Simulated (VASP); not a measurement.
Input of a VASP 6.6.1 run:

POSCAR

```
C
1.0
    0.0000000000      1.7469644787      1.7469644787
    1.7469644787      0.0000000000      1.7469644787
    1.7469644787      1.7469644787      0.0000000000
C
2
Direct
    0.7500000000      0.7500000000      0.7500000000
    0.5000000000      0.5000000000      0.5000000000
```

File INCAR.step1:

```
SYSTEM = C
ALGO = Normal
EDIFF = 1E-4
ENCUT = 520
GGA = PE
ISMEAR = -1
LASPH = .TRUE.
LCHARG = .FALSE.
LREAL = .FALSE.
LWAVE = .TRUE.
NBANDS = 11
NELM = 100
PREC = Accurate
SIGMA = 0.05
```

The input INCAR.step2:

```
SYSTEM = C
ALGO = Normal
BPARAM = 11.95
CPARAM = 0.0093
EDIFF = 1E-6
ENCUT = 520
ISIF = 2
ISMEAR = -1
ISTART = 1
IVDW_NL = 2
LASPH = .TRUE.
LCHARG = .FALSE.
LMIXTAU = .TRUE.
LREAL = .FALSE.
LUSE_VDW = .TRUE.
LWAVE = .FALSE.
METAGGA = R2SCAN
NBANDS = 11
NELM = 100
PREC = Accurate
SIGMA = 0.05
```

File KPOINTS:

```
k-points
0
G
  13 13 13
  0 0 0
```

Potentials or basis: VASP PAW PBE potentials, release 64 (C).

Run with:

```sh
$ cat potpaw_PBE.64/C/POTCAR > POTCAR
$ cp INCAR.step1 INCAR
$ mpirun -np 1 vasp_std > vasp.out
$ cp INCAR.step2 INCAR
$ mpirun -np 1 vasp_std > vasp.out
```

Question: Predict the pressure.

Answer: 28.7 GPa.

Question: Predict the band gap on the k mesh.

Answer: 4.45 eV, indirect (least direct gap 6.00 eV).

Caveat: the PAW data sets were made with another functional, which shifts forces and pressure a little. r2SCAN opens gaps a little over a GGA but as a rule still falls short of measured ones.
